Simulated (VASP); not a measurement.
Set up this calculation in VASP 6.6.1, as the native input.

* Task: single point
* Functional: PBEsol
* Potentials or basis: VASP PAW PBE potentials, release 64 (C, O)
* Cutoff: 520 eV
* k mesh: 4 × 4 × 4
* Occupations: gaussian, width 0.02 eV
* Spin: no spin polarisation
* Dipole correction: no
* Further INCAR settings: ALGO = Normal; EDIFF = 1e-07; NBANDS = 30

The structure of CO lies in POSCAR:

```
CO
1.0
    5.9526440760      0.0000000000      0.0000000000
    0.0000000000      5.9526440760      0.0000000000
    0.0000000000      0.0000000000      5.9526440760
C O
4 4
Direct
    0.9646486753      0.9646486753      0.9646486753
    0.5353513247      0.0353513247      0.4646486753
    0.4646486753      0.5353513247      0.0353513247
    0.0353513247      0.4646486753      0.5353513247
    0.0745117766      0.0745117766      0.0745117766
    0.4254882234      0.9254882234      0.5745117766
    0.5745117766      0.4254882234      0.9254882234
    0.9254882234      0.5745117766      0.4254882234
```

The input as run:

INCAR

```
ALGO = Normal ; EDIFF = 1E-7
ENCUT = 520 ; GGA = PS
ISIF = 2 ; ISMEAR = 0
LASPH = T ; LCHARG = F
LREAL = F ; LWAVE = F
NBANDS = 30 ; NELM = 60
PREC = Accurate ; SIGMA = 0.02
```

KPOINTS

```
k-points
0
Gamma
  4 4 4
```

Potentials or basis: VASP PAW PBE potentials, release 64 (C, O).

Command:

```sh
$ cat potpaw_PBE.64/C/POTCAR potpaw_PBE.64/O/POTCAR > POTCAR
$ mpirun -np 1 vasp_std > vasp.out
```

It gave:

```json
{
  "Pressure": "1.1 GPa",
  "Largest force": "1.037 eV/Å",
  "Band gap on the k mesh": "6.18 eV"
}
```

Caveat: this functional lacks dispersion, which holds the molecules together, so the pressure and a relaxed volume are unreliable; the PAW data sets were made with another functional, which shifts forces and pressure a little.

Run time: 41 s on 1 thread of AMD EPYC 9R45 96-Core Processor (Zen 5), on a shared host, peak memory 0.3 GiB.
